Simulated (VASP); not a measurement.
# BaZnPF (P4/nmm) in VASP: further runs

BaZnPF is run at these levels: r2SCAN; tasks: single point.

Program: VASP 6.6.1. These are calculated values, not measurements. Logs are shortened: lines on timing, memory, paths and dates and some standing lists are left out, and cuts for length are marked.

### Step 1. The cell of the first run

Symmetry: P4/nmm, No. 129, tetragonal system. Conventional cell: a = 4.087 Å, b = 4.087 Å, c = 9.366 Å, α = 90.00°, β = 90.00°, γ = 90.00°. Within 3.4 Å of Ba (site symmetry 4mm) lie 4 F at 2.59 Å and 4 P at 3.35 Å. Within 3.3 Å of Zn (site symmetry -4m2) lie 4 P at 2.47 Å and 4 Zn at 2.89 Å. Within 3.4 Å of P (site symmetry 4mm) lie 4 Zn at 2.47 Å and 4 Ba at 3.35 Å. F (site symmetry -4m2) has 4 Ba at 2.59 Å and 4 F at 2.89 Å within 3.4 Å.

### Step 2. Single point, r2SCAN

File POSCAR:

```
BaZnPF
1.0
    4.0865001300      0.0000000000      0.0000000000
    0.0000000000      4.0865001300      0.0000000000
    0.0000000000      0.0000000000      9.3659559400
Ba Zn P F
2 2 2 2
Direct
    0.5000000000      0.0000000000      0.3296209073
    0.0000000000      0.5000000000      0.6703790927
    0.5000000000      0.5000000000      0.0000000000
    0.0000000000      0.0000000000      0.0000000000
    0.0000000000      0.5000000000      0.1489499202
    0.5000000000      0.0000000000      0.8510500798
    0.5000000000      0.5000000000      0.5000000000
    0.0000000000      0.0000000000      0.5000000000
```

File INCAR.step1:

```
SYSTEM = BaZnPF
ALGO = Normal
EDIFF = 1E-4
ENCUT = 520
GGA = PE
ISMEAR = -1
LASPH = .TRUE.
LCHARG = .FALSE.
LREAL = .FALSE.
LWAVE = .TRUE.
NBANDS = 44
NELM = 100
PREC = Accurate
SIGMA = 0.02
```

File INCAR.step2:

```
SYSTEM = BaZnPF
ALGO = Normal
EDIFF = 1E-6
ENCUT = 520
ISIF = 2
ISMEAR = -1
ISTART = 1
LASPH = .TRUE.
LCHARG = .FALSE.
LMIXTAU = .TRUE.
LREAL = .FALSE.
LWAVE = .FALSE.
METAGGA = R2SCAN
NBANDS = 44
NELM = 100
PREC = Accurate
SIGMA = 0.02
```

File KPOINTS:

```
k-points
0
G
  8 8 4
  0 0 0
```

Potentials or basis: VASP PAW PBE potentials, release 64 (Ba_sv, Zn, P, F).

Started as:

```sh
> cat potpaw_PBE.64/Ba_sv/POTCAR potpaw_PBE.64/Zn/POTCAR potpaw_PBE.64/P/POTCAR potpaw_PBE.64/F/POTCAR > POTCAR
> cp INCAR.step1 INCAR
> mpirun -np 1 vasp_std > vasp.out
> cp INCAR.step2 INCAR
> mpirun -np 1 vasp_std > vasp.out
```

OUTCAR:

```text
SYSTEM = BaZnPF
   EDIFF = 1E-6
   ENCUT = 520
   ISIF = 2
   ISMEAR = -1
   ISTART = 1
   LASPH = .TRUE.
   LREAL = .FALSE.
   METAGGA = R2SCAN
   NELM = 100
   PREC = Accurate

 ion  position               nearest neighbor table
   1  0.500  0.000  0.330-   7 2.59   8 2.59   7 2.59   8 2.59   5 3.35   5 3.35   5 3.35   5 3.35
                             4 3.70   3 3.70   4 3.70   3 3.70   2 4.31   2 4.31   2 4.31   2 4.31
   2  0.000  0.500  0.670-   7 2.59   8 2.59   8 2.59   7 2.59   6 3.35   6 3.35   6 3.35   6 3.35
                             3 3.70   4 3.70   4 3.70   3 3.70   1 4.31   1 4.31   1 4.31   1 4.31
   3  0.500  0.500  0.000-   5 2.47   6 2.47   6 2.47   5 2.47   4 2.89   4 2.89   4 2.89   4 2.89
                             2 3.70   1 3.70   2 3.70   1 3.70
   4  0.000  0.000  0.000-   5 2.47   6 2.47   5 2.47   6 2.47   3 2.89   3 2.89   3 2.89   3 2.89
                             1 3.70   2 3.70   2 3.70   1 3.70
   5  0.000  0.500  0.149-   3 2.47   4 2.47   4 2.47   3 2.47   1 3.35   1 3.35   1 3.35   1 3.35

   6  0.500  0.000  0.851-   3 2.47   4 2.47   3 2.47   4 2.47   2 3.35   2 3.35   2 3.35   2 3.35

   7  0.500  0.500  0.500-   1 2.59   2 2.59   1 2.59   2 2.59
   8  0.000  0.000  0.500-   1 2.59   2 2.59   2 2.59   1 2.59

  LATTYP: Found a simple tetragonal cell.
 ALAT       =     4.0865001300
 C/A-ratio  =     2.2919260105

  Lattice vectors:

 A1 = (   4.0865001300,   0.0000000000,   0.0000000000)
 A2 = (   0.0000000000,   4.0865001300,   0.0000000000)
 A3 = (   0.0000000000,   0.0000000000,   9.3659559400)

Analysis of symmetry for initial positions (statically):
=====================================================================
 Subroutine PRICEL returns:
 Original cell was already a primitive cell.

 Routine SETGRP: Setting up the symmetry group for a
 simple tetragonal supercell.

 Subroutine GETGRP returns: Found 16 space group operations
 (whereof  8 operations were pure point group operations)
 out of a pool of 16 trial point group operations.

The static configuration has the point symmetry D_2d.
 The point group associated with its full space group is D_4h.

Analysis of symmetry for dynamics (positions and initial velocities):
=====================================================================
 Subroutine PRICEL returns:
 Original cell was already a primitive cell.

 Routine SETGRP: Setting up the symmetry group for a
 simple tetragonal supercell.

[... 108 lines left out ...]
   PREC   = accura    normal or accurate (medium, high low for compatibility)
   ISTART =      1    job   : 0-new  1-cont  2-samecut
   ICHARG =      0    charge: 1-file 2-atom 10-const
   ISPIN  =      1    spin polarized calculation?
   LNONCOLLINEAR =      F non collinear calculations
   LSORBIT =      F    spin-orbit coupling
   LASPH  =      T    aspherical Exc in radial PAW
   ENCUT  =  520.0 eV  38.22 Ry    6.18 a.u.   7.60  7.60 17.41*2*pi/ulx,y,z
   NELM   =    100;   NELMIN=  2; NELMDL=  0     # of ELM steps
   EDIFF  = 0.1E-05   stopping-criterion for ELM
   LREAL  =      F    real-space projection
[... 7 lines left out ...]
   TEBEG  =    0.0;   TEEND  =   0.0 temperature during run
   PSTRESS=    0.0 pullay stress
   NELECT =      68.0000    total number of electrons
   NUPDOWN=      -1.0000    fix difference up-down
   EMIN   =  10.00;   EMAX   =-10.00  energy-range for DOS
   EFERMI =   0.00;   METHOD = LEGACY
   ISMEAR =    -1;   SIGMA  =   0.02  broadening in eV -4-tet -1-fermi 0-gaus
   EFERMI_NEDOS =   21; number of points for ismear=-14 and -15
   IALGO  =     38    algorithm
   IMIX   =      4    mixing-type and parameters
     AMIX     =   0.40;   BMIX     =  1.00
     AMIX_MAG =   1.60;   BMIX_MAG =  1.00
  volume/ion in A,a.u.               =      19.55       131.94
  Fermi-wavevector in a.u.,A,eV,Ry     =   1.240203  2.343644 20.927166  1.538103
  Thomas-Fermi vector in A             =   2.374654
   LORBIT       =      0    0 simple, 1 ext, 2 COOP (PROOUT), +10 PAW based schemes
   METAGGA = R2SCAN    functional components
   LHFCALC =     F    Hartree Fock is set to
   AEXX    =    0.0000 exact exchange contribution
   IVDW    =     0    specifies the selected vdW correction
   LEPSILON=     F    determine dielectric tensor
   LRPA    =     F    only Hartree local field effects (RPA)
 non-spin polarized calculation
  energy-cutoff  :      520.00
  volume of cell :      156.41
 maximum number of plane-waves:      4236
   NGX = 15   NGY = 15   NGZ = 35

 number of electron      67.9999987 magnetization

 Free energy of the ion-electron system (eV)
  ---------------------------------------------------
  ext. energy  EPLUGINS =         0.00000000
  ---------------------------------------------------
  free energy    TOTEN  =      -111.34695018 eV

  energy without entropy =     -111.34695018  energy(sigma->0) =     -111.34695018

 E-fermi :   3.7831     XC(G=0): -10.5175

 val. band max:        3.3922308173   @ k =   0.0000   0.0000   0.0000
 cond. band min:       4.1358355505   @ k =   0.0000   0.0000   0.0000
 fundamental gap:      0.7436047332
 Fermi energy:         3.7831365765

 k-point     1 :       0.0000    0.0000    0.0000
  band No.  band energies     occupation
      1     -24.8506      2.00000
      2     -24.5414      2.00000
      3     -21.5610      2.00000
      4     -21.5150      2.00000
      5      -9.6087      2.00000
      6      -9.5498      2.00000
[... 1117 lines left out ...]
     43       9.7607      0.00000
     44       9.7607      0.00000

 [... further k-points ...]
[... 5 lines left out ...]
  --------------------------------------------------------------------------------------
  -------------------------------------------------------------------------------------
  Total        3.5508167      3.5508167      3.3569382      0.0000000      0.0000000      0.0000000
  in kB       36.3733826     36.3733826     34.3873564      0.0000000      0.0000000      0.0000000
  external PRESSURE =      35.7113739 kB  Pullay stress =       0.0000000 kB

 VOLUME and BASIS-vectors are now :
 -----------------------------------------------------------------------------
  energy-cutoff  :      520.00
  volume of cell :      156.41
      direct lattice vectors                 reciprocal lattice vectors
     4.086500130  0.000000000  0.000000000     0.244708178  0.000000000  0.000000000
     0.000000000  4.086500130  0.000000000     0.000000000  0.244708178  0.000000000
     0.000000000  0.000000000  9.365955940     0.000000000  0.000000000  0.106769667

 POSITION                                       TOTAL-FORCE (eV/Angst)
 -----------------------------------------------------------------------------------
      2.04325      0.00000      3.08721        -0.000000     -0.000000     -0.139092
      0.00000      2.04325      6.27874         0.000000      0.000000      0.139092
      2.04325      2.04325      0.00000        -0.000000     -0.000000      0.000000
      0.00000      0.00000      0.00000        -0.000000      0.000000      0.000000
      0.00000      2.04325      1.39506        -0.000000     -0.000000     -0.053088
      2.04325      0.00000      7.97090         0.000000      0.000000      0.053088
      2.04325      2.04325      4.68298         0.000000      0.000000      0.000000
      0.00000      0.00000      4.68298        -0.000000     -0.000000      0.000000
 -----------------------------------------------------------------------------------
    total drift:                                0.000000      0.000000     -0.000000

  FREE ENERGIE OF THE ION-ELECTRON SYSTEM (eV)
  ---------------------------------------------------
  free  energy   TOTEN  =      -111.3469501847 eV

  energy  without entropy=     -111.3469501846  energy(sigma->0) =     -111.34695018
```

OUTCAR.step1:

```text
SYSTEM = BaZnPF
   EDIFF = 1E-4
   ENCUT = 520
   GGA = PE
   ISMEAR = -1
   LASPH = .TRUE.
[... 1380 lines left out ...]
      2.04325      0.00000      7.97090         0.000000      0.000000     -0.196440
      2.04325      2.04325      4.68298         0.000000      0.000000      0.000000
      0.00000      0.00000      4.68298         0.000000     -0.000000      0.000000
 -----------------------------------------------------------------------------------
    total drift:                                0.000000      0.000000      0.000000

  FREE ENERGIE OF THE ION-ELECTRON SYSTEM (eV)
  ---------------------------------------------------
  free  energy   TOTEN  =       -35.2520449020 eV

  energy  without entropy=      -35.2520447426  energy(sigma->0) =      -35.25204482
```

Run time: 21 min. Hardware: 1 thread of Intel Xeon Platinum 8375C at 2.90GHz (Ice Lake), shared host; peak memory 0.45 GiB.

What came out:

```
Free energy            : -111.3470 eV
Pressure               : 3.6 GPa
Largest force          : 0.139 eV/Å
Band gap on the k mesh : 0.74 eV
```

Forces on the atoms (eV/Å):
```
Ba   0.000  0.000 -0.139
Ba   0.000  0.000  0.139
Zn   0.000  0.000  0.000
Zn   0.000  0.000  0.000
P    0.000  0.000 -0.053
P    0.000  0.000  0.053
F    0.000  0.000  0.000
F    0.000  0.000  0.000
```

Stress tensor (GPa, compression positive):
```
3.64 0.00 0.00
0.00 3.64 0.00
0.00 0.00 3.44
```

Levels at points of the mesh, in eV from the valence-band top:
```
           k point  band 31  band 32  band 33  band 34  band 35  band 36  band 37  band 38
(0.00, 0.00, 0.00)    -2.40    -0.61     0.00     0.00     0.74     1.91     2.62     3.25
(0.50, 0.00, 0.00)    -1.07    -1.07    -1.02    -1.02     2.51     2.51     3.32     3.32
(0.50, 0.50, 0.00)    -2.72    -2.72    -2.54    -2.54     2.94     2.94     3.65     3.65
(0.00, 0.00, 0.50)    -2.40    -0.85     0.00     0.00     0.88     2.06     2.10     3.80
(0.50, 0.00, 0.50)    -1.06    -1.06    -1.01    -1.01     2.63     2.63     3.29     3.29
(0.50, 0.50, 0.50)    -2.64    -2.64    -2.61    -2.61     3.08     3.08     3.75     3.75
```

Caveat: the cell stands under pressure; semilocal functionals underestimate gaps, and a narrow one can read as zero; the PAW data sets were made with another functional, which shifts forces and pressure a little; spin-orbit coupling is left out, which moves the levels of the heavy elements. r2SCAN opens gaps a little over a GGA but as a rule still falls short of measured ones.

### Step 3. Single point, r2SCAN

This run uses another cell than the first one, of 20.37 Å³/atom.

File POSCAR:

```
BaZnPF
1.0
    4.1424865400      0.0000000000      0.0000000000
    0.0000000000      4.1424865400      0.0000000000
    0.0000000000      0.0000000000      9.4942726500
Ba Zn P F
2 2 2 2
Direct
    0.5000000000      0.0000000000      0.3311884500
    0.0000000000      0.5000000000      0.6688115500
    0.5000000000      0.5000000000      0.0000000000
    0.0000000000      0.0000000000      0.0000000000
    0.0000000000      0.5000000000      0.1469471200
    0.5000000000      0.0000000000      0.8530528800
    0.5000000000      0.5000000000      0.5000000000
    0.0000000000      0.0000000000      0.5000000000
```

File INCAR.step1:

```
SYSTEM = BaZnPF
PREC = Accurate
ENCUT = 520
ISMEAR = -1
SIGMA = 0.02
LREAL = .FALSE.
LASPH = .TRUE.
NELM = 80
NBANDS = 44
GGA = PE
ALGO = Normal
EDIFF = 1E-4
LWAVE = .TRUE.
LCHARG = .FALSE.
```

File INCAR.step2:

```
SYSTEM = BaZnPF
PREC = Accurate
ENCUT = 520
EDIFF = 1E-7
ISMEAR = -1
SIGMA = 0.02
LREAL = .FALSE.
LASPH = .TRUE.
NELM = 80
ALGO = Normal
ISIF = 2
LWAVE = .FALSE.
LCHARG = .FALSE.
METAGGA = R2SCAN
LMIXTAU = .TRUE.
NBANDS = 44
ISTART = 1
```

File KPOINTS:

```
Automatic mesh
0
G
  8 8 4
  0 0 0
```

Potentials or basis: VASP PAW PBE potentials, release 64 (Ba_sv, Zn, P, F).

Started as:

```sh
> cat potpaw_PBE.64/Ba_sv/POTCAR potpaw_PBE.64/Zn/POTCAR potpaw_PBE.64/P/POTCAR potpaw_PBE.64/F/POTCAR > POTCAR
> cp INCAR.step1 INCAR
> mpirun -np 1 vasp_std > vasp.out
> cp INCAR.step2 INCAR
> mpirun -np 1 vasp_std > vasp.out
```

Wall time 13 min (1 thread of Intel Xeon Platinum 8559C (Emerald Rapids), shared host); peak memory 0.48 GiB.

The run converged. Its results:

```yaml
Free_energy: -111.4324 eV
Pressure: 0.7 GPa
Largest_force: 0.126 eV/Å
Band_gap_on_the_k_mesh: 0.74 eV
```

Forces on the atoms (eV/Å):
```
Ba   0.000  0.000 -0.126
Ba   0.000  0.000  0.126
Zn   0.000  0.000  0.000
Zn   0.000  0.000  0.000
P    0.000  0.000 -0.044
P    0.000  0.000  0.044
F    0.000  0.000  0.000
F    0.000  0.000  0.000
```

Levels at points of the mesh, in eV from the valence-band top:
```tsv
k point	band 30	band 31	band 32	band 33	band 34	band 35	band 36	band 37	band 38	band 39
(0.00, 0.00, 0.00)	-2.32	-2.32	-0.55	0.00	0.00	0.74	1.87	2.69	3.00	4.06
(0.50, 0.00, 0.00)	-4.49	-1.02	-1.02	-0.96	-0.96	2.42	2.42	3.34	3.34	4.25
(0.50, 0.50, 0.00)	-4.67	-2.57	-2.57	-2.45	-2.45	2.87	2.87	3.57	3.57	5.78
(0.00, 0.00, 0.50)	-2.33	-2.33	-0.79	0.00	0.00	0.86	2.03	2.18	3.56	4.02
(0.50, 0.00, 0.50)	-4.42	-1.00	-1.00	-0.96	-0.96	2.53	2.53	3.31	3.31	4.15
(0.50, 0.50, 0.50)	-4.56	-2.51	-2.51	-2.50	-2.50	3.03	3.03	3.66	3.66	5.11
```

Caveat: semilocal functionals underestimate gaps, and a narrow one can read as zero; the PAW data sets were made with another functional, which shifts forces and pressure a little; spin-orbit coupling is left out, which moves the levels of the heavy elements.
